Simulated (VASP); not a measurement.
The system is Pt.

```
CELL_PARAMETERS angstrom
0.00000 1.97158 1.97158
1.97158 0.00000 1.97158
1.97158 1.97158 0.00000
ATOMIC_POSITIONS crystal
Pt 0.00000 0.00000 0.00000
```

```yaml
Program: VASP 6.6.1
Task: relaxation of cell and atoms
Functional: PBEsol
Potentials_or_basis: VASP PAW PBE potentials, release 64 (Pt)
Cutoff: 600 eV
k_mesh: 18 × 18 × 18
Occupations: gaussian, width 0.1 eV
Spin: no spin polarisation
```

At the start: pressure -5.5 GPa; volume 15.33 Å³/atom.

Problem. How do energy, volume and symmetry change on relaxing?

Solution. Over 5 steps the energy falls by 5.5 meV/atom and the volume is 15.02 Å³/atom (-2.0 %); space group Fm-3m (No. 225, to 0.05 Å).

The path:
| step | energy change (eV) | largest force (eV/Å) | pressure (GPa) | volume (Å³) |
| --- | --- | --- | --- | --- |
| 1 | 0.0000 | 0.0000 | -5.55 | 15.33 |
| 2 | 0.0425 | 0.0000 | 19.49 | 14.18 |
| 3 | -0.0055 | 0.0000 | -0.30 | 15.03 |
| 4 | -0.0055 | 0.0000 | 0.12 | 15.01 |
| 5 | -0.0055 | 0.0000 | 0.02 | 15.02 |

Final structure:
```
CELL_PARAMETERS angstrom
0.00000 1.95823 1.95823
1.95823 0.00000 1.95823
1.95823 1.95823 0.00000
ATOMIC_POSITIONS crystal
Pt 0.00000 0.00000 0.00000
```

Caveat: the PAW data sets were made with another functional, which shifts forces and pressure a little.
